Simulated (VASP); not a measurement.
Here is a VASP 6.6.1 calculation.

File INCAR:

```
ALGO     = Normal         # electronic algorithm
EDIFF    = 1E-6           # SCF threshold, eV
EDIFFG   = -0.01          # ionic threshold
ENCUT    = 600            # plane-wave cutoff, eV
GGA      = PE             # functional
IBRION   = 2              # ionic algorithm
ISIF     = 3              # what is computed and relaxed
ISMEAR   = 0              # smearing method
LASPH    = T              # aspherical terms in the spheres
LCHARG   = F              # write CHGCAR
LREAL    = F              # projectors in reciprocal space
LWAVE    = F              # write WAVECAR
NELM     = 60             # most SCF steps
NSW      = 100            # ionic steps
PREC     = Accurate       # precision mode
SIGMA    = 0.02           # smearing width, eV
```

KPOINTS

```
k-points
0
Gamma
  6 6 6
```

Contents of POSCAR:

```
Li3SeF
1.0
    5.6034000000      0.0000000000      0.0000000000
   -2.8017000000      4.8526867500      0.0000000000
    0.0000000000      0.0000000000      4.7068560000
Li Se F
6 2 2
Direct
    0.8333333300      0.6666666700      0.7500000000
    0.3333333300      0.1666666700      0.7500000000
    0.8333333300      0.1666666700      0.7500000000
    0.1666666700      0.3333333300      0.2500000000
    0.6666666700      0.8333333300      0.2500000000
    0.1666666700      0.8333333300      0.2500000000
    0.3333333300      0.6666666700      0.7500000000
    0.6666666700      0.3333333300      0.2500000000
    0.0000000000      0.0000000000      0.0000000000
    0.0000000000      0.0000000000      0.5000000000
```

Potentials or basis: VASP PAW PBE potentials, release 64 (Li_sv, Se, F).

Run with:

```bash
$ cat potpaw_PBE.64/Li_sv/POTCAR potpaw_PBE.64/Se/POTCAR potpaw_PBE.64/F/POTCAR > POTCAR
$ mpirun -np 1 vasp_std > vasp.out
```

(1) What does it give for the relaxed cell?

(2) Predict the relaxed volume.

Answers

(1) a = 5.609 Å, b = 5.609 Å, c = 4.844 Å, α = 90.00°, β = 90.00°, γ = 120.00°.

(2) 13.20 Å³/atom.

Caveat: the cutoff is under 1.25 times the usual one of these potentials, so pressure, stress and relaxed cells hold a basis-set (Pulay) error.
